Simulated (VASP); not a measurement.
# TiSnS4 (P1) in VASP: relaxation of cell and atoms with PBE

Aim: the relaxation of cell and atoms of TiSnS4 with PBE.

All numbers are computed with VASP 6.6.1; they aren't measurements. Logs are shortened: lines on timing, memory, paths and dates and some standing lists are left out, and cuts for length are marked.

### Step 1. The cell of the first run

The typed cell holds 12 atoms: a = 3.570 Å, b = 6.068 Å, c = 13.466 Å, α = 90.87°, β = 91.78°, γ = 89.72°.

### Step 2. Relaxation of cell and atoms, PBE

File INCAR:

```
PREC = Accurate ; ENCUT = 600
EDIFF = 1E-7 ; ISMEAR = 0
SIGMA = 0.1 ; LREAL = F
LASPH = T ; NELM = 80
ALGO = Normal ; ISIF = 3
LWAVE = F ; LCHARG = F
GGA = PE ; IBRION = 2
NSW = 80 ; EDIFFG = -0.025
```

File KPOINTS:

```
regular mesh
0
Gamma
  4 2 1
```

File POSCAR:

```
TiSnS4
1.0
    1.7776263376     -3.0955509640      0.0554592926
   -5.2480485996     -3.0465741019      0.0464392911
   -0.0170277153      0.2319507615    -13.4635955570
Ti Sn S
2 2 8
Direct
    0.4919509956      0.4809948146      1.0037704953
    1.0101850205      0.0065086056      0.9980500546
    0.5059016181      0.4922716087      0.4733930417
    0.9973060354      0.0115386902      0.4900079732
    0.4720173016      0.8035673389      0.8947654162
    0.0246419731      0.3180340689      0.9080855159
   -0.0264884492      0.6855927638      0.1053563411
    0.4981985389      0.1855596756      0.0900600051
   -0.0185239633      0.6667216150      0.6247871532
    0.5325286883      0.1897368674      0.6240647025
    0.5100484124      0.8451362035      0.3879123432
    0.0022338286      0.3143377480      0.3997469580
```

Potentials or basis: VASP PAW PBE potentials, release 64 (Ti_sv, Sn_d, S).

Started as:

```bash
> cat potpaw_PBE.64/Ti_sv/POTCAR potpaw_PBE.64/Sn_d/POTCAR potpaw_PBE.64/S/POTCAR > POTCAR
> mpirun -np 1 vasp_std > vasp.out
```

OUTCAR:

```text
PREC = Accurate
   ENCUT = 600
   EDIFF = 1E-7
   ISMEAR = 0
   LREAL = F
   LASPH = T
   NELM = 80
   ISIF = 3
   GGA = PE
   IBRION = 2
   NSW = 80
   EDIFFG = -0.025

 ion  position               nearest neighbor table
   1  0.492  0.481  0.004-   8 2.15   6 2.29   5 2.46   7 2.49   6 2.52   7 2.63
   2  0.010  0.007  0.998-   6 2.26   8 2.37   7 2.45   8 2.48   5 2.50   5 2.64
   3  0.506  0.492  0.473-  12 2.29  12 2.31  11 2.45  10 2.76   9 2.81   9 2.99   4 3.40   4 3.46
                             4 3.61   4 3.64
   4  0.997  0.012  0.490-  12 2.22  11 2.40  11 2.52  10 2.70   9 2.79  10 2.80   3 3.40   3 3.46
                             3 3.61   3 3.64
   5  0.472  0.804  0.895-   1 2.46   2 2.50   2 2.64
   6  0.025  0.318  0.908-   2 2.26   1 2.29   1 2.52
   7  0.974  0.686  0.105-   2 2.45   1 2.49   1 2.63
   8  0.498  0.186  0.090-   1 2.15   2 2.37   2 2.48
   9  0.981  0.667  0.625-   4 2.79   3 2.81   3 2.99
  10  0.533  0.190  0.624-   4 2.70   3 2.76   4 2.80
  11  0.510  0.845  0.388-   4 2.40   3 2.45   4 2.52
  12  0.002  0.314  0.400-   4 2.22   3 2.29   3 2.31

  LATTYP: Found a triclinic cell.
 ALAT       =     3.5700793969
 B/A-ratio  =     1.9679818447
 C/A-ratio  =     3.7717940419
 COS(alpha) =     0.0026682188
 COS(beta)  =     0.0310976477
 COS(gamma) =     0.5039752940

  Lattice vectors:

 A1 = (   1.7776263376,  -3.0955509640,   0.0554592926)
 A2 = (   7.0256749372,  -0.0489768621,   0.0090200015)
 A3 = (   0.0170277153,  -0.2319507615,  13.4635955570)

Analysis of symmetry for initial positions (statically):
=====================================================================
 Subroutine PRICEL returns:
 Original cell was already a primitive cell.

 Routine SETGRP: Setting up the symmetry group for a
 triclinic supercell.

 Subroutine GETGRP returns: Found  1 space group operations
 (whereof  1 operations were pure point group operations)
 out of a pool of  2 trial point group operations.

The static configuration has the point symmetry C_1 .

Analysis of symmetry for dynamics (positions and initial velocities):
=====================================================================
 Subroutine PRICEL returns:
 Original cell was already a primitive cell.

 Routine SETGRP: Setting up the symmetry group for a
 triclinic supercell.

 Subroutine GETGRP returns: Found  1 space group operations
 (whereof  1 operations were pure point group operations)
 out of a pool of  2 trial point group operations.

The dynamic configuration has the point symmetry C_1 .

 Subroutine INISYM returns: Found  1 space group operations
 (whereof  1 operations are pure point group operations),
 and found     1 'primitive' translations

[... 112 lines left out ...]
   IALGO  =     38    algorithm
   IMIX   =      4    mixing-type and parameters
     AMIX     =   0.40;   BMIX     =  1.00
     AMIX_MAG =   1.60;   BMIX_MAG =  1.00
  volume/ion in A,a.u.               =      24.30       163.96
  Fermi-wavevector in a.u.,A,eV,Ry     =   1.145961  2.165552 17.867524  1.313226
  Thomas-Fermi vector in A             =   2.282647
   LORBIT       =      0    0 simple, 1 ext, 2 COOP (PROOUT), +10 PAW based schemes
   GGA     = PE    functional components
   LHFCALC =     F    Hartree Fock is set to
   AEXX    =    0.0000 exact exchange contribution
   IVDW    =     0    specifies the selected vdW correction
   LEPSILON=     F    determine dielectric tensor
   LRPA    =     F    only Hartree local field effects (RPA)
 conjugate gradient relaxation of ions
 non-spin polarized calculation
 Gauss-broadening in eV      SIGMA  =   0.10
  energy-cutoff  :      600.00
  volume of cell :      291.55
 maximum number of plane-waves:      9760
 NGX is ok and might be reduce to    30
   NGX = 15   NGY = 25   NGZ = 53

--------------------------------------- Ionic step        1  -------------------------------------------

 number of electron     100.0000003 magnetization

 Free energy of the ion-electron system (eV)
  ---------------------------------------------------
  ext. energy  EPLUGINS =         0.00000000
  ---------------------------------------------------
  free energy    TOTEN  =       -61.98594739 eV

  energy without entropy =      -61.97022911  energy(sigma->0) =      -61.97808825

------------------------ aborting loop because EDIFF is reached ----------------------------------------

  FORCE on cell =-STRESS in cart. coord.  units (eV):
  Direction    XX          YY          ZZ          XY          YZ          ZX
  --------------------------------------------------------------------------------------
  -------------------------------------------------------------------------------------
  Total       13.3572763     13.1929194      6.1479036      2.7628153     -0.6280024     -8.0529300
  in kB       73.4028935     72.4996950     33.7848753     15.1826339     -3.4510921    -44.2536599
  external PRESSURE =      59.8958213 kB  Pullay stress =       0.0000000 kB
[... 119 lines left out ...]
  FREE ENERGIE OF THE ION-ELECTRON SYSTEM (eV)
  ---------------------------------------------------
  free  energy   TOTEN  =       -65.0694985995 eV

  energy  without entropy=      -65.0694130449  energy(sigma->0) =      -65.06945582

 E-fermi :   3.7526     XC(G=0):  -8.8825

 val. band max:        3.4229231812   @ k =   0.0000   0.0000   0.0000
 cond. band min:       4.0878945686   @ k =   0.5000   0.5000  -0.0000
 fundamental gap:      0.6649713874
 Fermi energy:         3.7526402070

 k-point     1 :       0.0000    0.0000    0.0000
  band No.  band energies     occupation
      1     -54.1463      2.00000
      2     -54.0551      2.00000
      3     -30.3891      2.00000
      4     -30.3709      2.00000
      5     -30.3145      2.00000
      6     -30.2857      2.00000
[... 367 lines left out ...]
     59       7.2124      0.00000
     60       7.2407      0.00000

[... ionic steps 4 to 21 ...]

--------------------------------------- Ionic step       22  -------------------------------------------

 number of electron      99.9999999 magnetization

------------------------ aborting loop because EDIFF is reached ----------------------------------------
[... 87 lines left out ...]
--------------------------------------- Ionic step       24  -------------------------------------------

 number of electron      99.9999999 magnetization

 Free energy of the ion-electron system (eV)
  ---------------------------------------------------
  ext. energy  EPLUGINS =         0.00000000
  ---------------------------------------------------
  free energy    TOTEN  =       -65.83888997 eV

  energy without entropy =      -65.83888997  energy(sigma->0) =      -65.83888997

 E-fermi :   3.5046     XC(G=0):  -8.7851

 val. band max:        2.9854052400   @ k =   0.0000   0.0000   0.0000
 cond. band min:       3.9481593976   @ k =   0.5000   0.5000  -0.0000
 fundamental gap:      0.9627541576
 Fermi energy:         3.5045955870

 k-point     1 :       0.0000    0.0000    0.0000
  band No.  band energies     occupation
      1     -54.2875      2.00000
      2     -54.2790      2.00000
      3     -30.5448      2.00000
      4     -30.5103      2.00000
      5     -30.4948      2.00000
      6     -30.4739      2.00000
[... 406 lines left out ...]
  FREE ENERGIE OF THE ION-ELECTRON SYSTEM (eV)
  ---------------------------------------------------
  free  energy   TOTEN  =       -65.8388899699 eV

  energy  without entropy=      -65.8388899698  energy(sigma->0) =      -65.83888997

 reached required accuracy - stopping structural energy minimisation
```

CONTCAR:

```text
TiSnS4
   1.00000000000000
     1.7989678418946147   -3.1185039490955013    0.0083971982939396
    -5.3498350893563265   -3.0878225945661866    0.1145401734578395
     0.2068679397363531    0.1581395221550640  -13.4077981921329190
  Ti              Sn              S
     2     2     8
Direct
     0.5284636903593529    0.4930582307506701    0.0030702086248481
     0.0287942460661319    0.9972864440360382    0.9969316984971748
     0.5047854542893144    0.5033840252552506    0.4998011886697554
     0.0042660571641485    0.0033883130540530    0.5000310502734794
     0.4791799241839173    0.8189303467389466    0.8987353942586814
     0.9770092782372016    0.3206829795580059    0.8984875615631508
     0.9804183436526470    0.6760841931774725    0.1014330401332598
     0.4792174675988287    0.1743053601242935    0.1016374515480133
     0.0069102695892714    0.6787719172601799    0.6131784093050499
     0.5060628324564175    0.1792410678220840    0.6132713792019172
     0.5020890624245252    0.8275664035307086    0.3868324698599205
     0.0028033739782442    0.3273007188922940    0.3865901480647568

  0.00000000E+00  0.00000000E+00  0.00000000E+00
  0.00000000E+00  0.00000000E+00  0.00000000E+00
  0.00000000E+00  0.00000000E+00  0.00000000E+00
  0.00000000E+00  0.00000000E+00  0.00000000E+00
  0.00000000E+00  0.00000000E+00  0.00000000E+00
  0.00000000E+00  0.00000000E+00  0.00000000E+00
  0.00000000E+00  0.00000000E+00  0.00000000E+00
  0.00000000E+00  0.00000000E+00  0.00000000E+00
  0.00000000E+00  0.00000000E+00  0.00000000E+00
  0.00000000E+00  0.00000000E+00  0.00000000E+00
  0.00000000E+00  0.00000000E+00  0.00000000E+00
  0.00000000E+00  0.00000000E+00  0.00000000E+00
```

Wall time 35 min (1 thread of Intel Xeon 6975P-C (Granite Rapids), shared host); peak memory 0.5 GiB.

Results:

```
Free energy                            : -65.8389 eV
Relaxed volume                         : 24.84 Å³/atom
Relaxed cell                           : a = 3.600 Å, b = 6.178 Å, c = 13.410 Å, α = 92.17°, β = 90.28°, γ = 89.98°
Space group after relaxing (to 0.05 Å) : P1 (No. 1)
Energy gained by relaxing              : 321.1 meV/atom
Ionic steps                            : 24
Pressure after relaxing                : 0.0 GPa
Largest force after relaxing           : 0.022 eV/Å
Band gap on the k mesh                 : 0.96 eV, indirect (least direct gap 1.01 eV)
```

Forces in eV/Å, atoms in the order of the input:
```
Ti  -0.004 -0.015  0.006
Ti   0.004 -0.006 -0.020
Sn   0.011  0.006 -0.013
Sn   0.000  0.002 -0.015
S   -0.009  0.002  0.011
S   -0.003 -0.004 -0.015
S    0.003  0.003  0.010
S    0.014  0.013  0.008
S   -0.009  0.003  0.017
S    0.005 -0.001  0.022
S   -0.003 -0.005  0.005
S   -0.007  0.002 -0.015
```

Step by step:
| step | energy change (eV) | largest force (eV/Å) | pressure (GPa) | volume (Å³) |
| --- | --- | --- | --- | --- |
| 1 | 0.0000 | 7.1675 | 5.99 | 291.55 |
| 2 | -2.3495 | 2.0920 | -7.02 | 331.14 |
| 3 | -3.0836 | 1.8684 | -4.51 | 316.31 |
| 4 | -3.5198 | 1.7222 | 1.65 | 291.68 |
| 5 | -3.6168 | 0.9093 | -0.50 | 298.57 |
| 6 | -3.7149 | 0.4685 | 0.40 | 295.13 |
| 7 | -3.7282 | 0.6133 | 0.93 | 293.33 |
| 8 | -3.7889 | 0.4554 | -0.15 | 296.80 |
| 9 | -3.7933 | 0.4166 | -0.49 | 298.02 |
| 10 | -3.8179 | 0.2830 | 0.11 | 296.11 |
| 11 | -3.8180 | 0.3010 | 0.17 | 295.93 |
| 12 | -3.8312 | 0.1446 | 0.10 | 296.35 |
| 13 | -3.8351 | 0.1729 | 0.05 | 296.73 |
| 14 | -3.8426 | 0.1126 | -0.07 | 297.34 |
| 15 | -3.8433 | 0.1228 | -0.12 | 297.61 |
| 16 | -3.8477 | 0.0944 | 0.15 | 296.89 |
| 17 | -3.8480 | 0.0961 | 0.23 | 296.69 |
| 18 | -3.8505 | 0.0649 | -0.09 | 297.94 |
| 19 | -3.8505 | 0.0616 | -0.07 | 297.84 |
| 20 | -3.8516 | 0.0344 | -0.01 | 297.69 |
| 21 | -3.8517 | 0.0380 | 0.02 | 297.61 |
| 22 | -3.8524 | 0.0282 | 0.02 | 297.71 |
| 23 | -3.8525 | 0.0404 | 0.02 | 297.79 |
| 24 | -3.8529 | 0.0221 | 0.00 | 298.06 |

Final structure:
```xyz
12
Lattice="1.7990 -3.1185 0.0084 -5.3498 -3.0878 0.1145 0.2069 0.1581 -13.4078" Properties=species:S:1:pos:R:3 pbc="T T T"
Ti   -1.6865   -3.1700    0.0197
Ti   -5.0773   -3.0116  -13.2522
Sn   -1.6815   -3.0495   -6.6393
Sn    0.0930    0.0553   -6.7039
S    -3.3332   -3.8809  -11.9522
S     0.2279   -3.8949  -12.0018
S    -1.8322   -5.1290   -1.2743
S    -0.0494   -2.0166   -1.3387
S    -3.4920   -2.0205   -8.1436
S     0.0783   -2.0346   -8.1978
S    -3.4441   -4.0600   -5.0876
S    -1.6660   -0.9583   -5.1458
```

Levels at points of the mesh, in eV from the valence-band top:
```csv
k point,band 46,band 47,band 48,band 49,band 50,band 51,band 52,band 53,band 54,band 55
"(0.00, 0.00, 0.00)",-0.27,-0.13,-0.08,-0.03,0.00,1.01,1.29,1.36,1.39,1.77
"(0.50, 0.00, 0.00)",-1.31,-0.96,-0.95,-0.63,-0.62,1.40,1.41,1.92,1.93,2.02
"(0.00, 0.50, 0.00)",-0.79,-0.21,-0.20,-0.16,-0.15,1.00,1.03,1.95,2.02,2.19
"(0.50, 0.50, 0.00)",-0.96,-0.85,-0.84,-0.38,-0.38,0.96,0.97,1.46,1.46,1.77
```

Caveat: the k points lie up to 0.51 Å⁻¹ apart in the final cell; spin-orbit coupling is left out, which moves the levels of the heavy elements.
